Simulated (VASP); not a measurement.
## AgBr: electric field gradients with LDA

The system is AgBr.

```
Ag Br
1.0
     0.00000    2.86668    2.86668
     2.86668    0.00000    2.86668
     2.86668    2.86668    0.00000
Ag Br
1 1
Direct
  0.50000 0.50000 0.50000
  0.00000 0.00000 0.00000
```

This cell differs from its parent crystal: volume scaled by 0.98.

```
Program                : VASP 6.6.1
Task                   : electric field gradients
Functional             : LDA
Potentials or basis    : VASP PAW LDA potentials, release 64 (Ag, Br)
Cutoff                 : 400 eV
k mesh                 : 7 × 7 × 7
Occupations            : fermi-dirac, width 0.03 eV
Spin                   : no spin polarisation
Dipole correction      : no
Further INCAR settings : ALGO = Normal; EDIFF = 1e-08; NBANDS = 16
```

- Pressure: -4.2 GPa
- Band gap on the k mesh: 0.48 eV, indirect (least direct gap 2.35 eV)

Levels at points of the mesh, in eV from the valence-band top:
```csv
k point,band 6,band 7,band 8,band 9,band 10,band 11,band 12,band 13
"(0.00, 0.00, 0.00)",-2.81,-1.87,-1.87,-1.87,0.48,9.91,9.91,9.91
```

Run time: 8 s on 1 thread of AMD EPYC 9R45 96-Core Processor (Zen 5), on a shared host, peak memory 0.11 GiB.

Caveat: without QUAD_EFG the Cq values of the log hold for a quadrupole moment of 1 mb, not for the nuclei. A k mesh can miss the band edges.
